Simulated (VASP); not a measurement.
Here is a VASP 6.6.1 calculation.

INCAR

```
  PREC = Accurate
  ENCUT = 500
  EDIFF = 1E-7
  ISMEAR = 0
  SIGMA = 0.1
  LREAL = False
  LASPH = True
  NELM = 120
  ALGO = Normal
  ISIF = 3
  LWAVE = False
  LCHARG = False
  GGA = PS
  IBRION = 2
  NSW = 80
  EDIFFG = -0.05
  GGA_COMPAT = False
  NELMIN = 4
```

Contents of KPOINTS:

```
regular mesh
0
Gamma
  8 8 8
```

POSCAR

```
Sr
1.0
    0.0000000000      2.3649955712      2.3649955712
    2.3649955712      0.0000000000      2.3649955712
    2.3649955712      2.3649955712      0.0000000000
Sr
1
Direct
    0.0000000000      0.0000000000      0.0000000000
```

Potentials or basis: VASP PAW PBE potentials, release 64 (Sr_sv).

The run is started by

```bash
$ cat potpaw_PBE.64/Sr_sv/POTCAR > POTCAR
$ mpirun -np 1 vasp_std > vasp.out
```

Task: Predict the relaxed volume.

Result: 51.35 Å³/atom.

Task: Estimate the relaxed cell.

Result: a = 4.172 Å, b = 4.172 Å, c = 4.172 Å, α = 60.00°, β = 60.00°, γ = 60.00°.

Task: What does it give for the space group after relaxing (to 0.1 Å)?

Result: Fm-3m (No. 225).

The path:
| step | energy change (eV) | largest force (eV/Å) | pressure (GPa) | volume (Å³) |
| --- | --- | --- | --- | --- |
| 1 | 0.0000 | 0.0000 | 22.44 | 26.46 |
| 2 | -1.0802 | 0.0000 | 3.06 | 43.33 |
| 3 | -1.1455 | 0.0000 | 0.67 | 49.26 |
| 4 | -1.1503 | 0.0000 | 0.09 | 51.35 |

Caveat: the volume moved by over 15 % at a fixed basis, so the end points are rough; the PAW data sets were made with another functional, which shifts forces and pressure a little. Zero-point motion and thermal expansion aren't in these numbers.
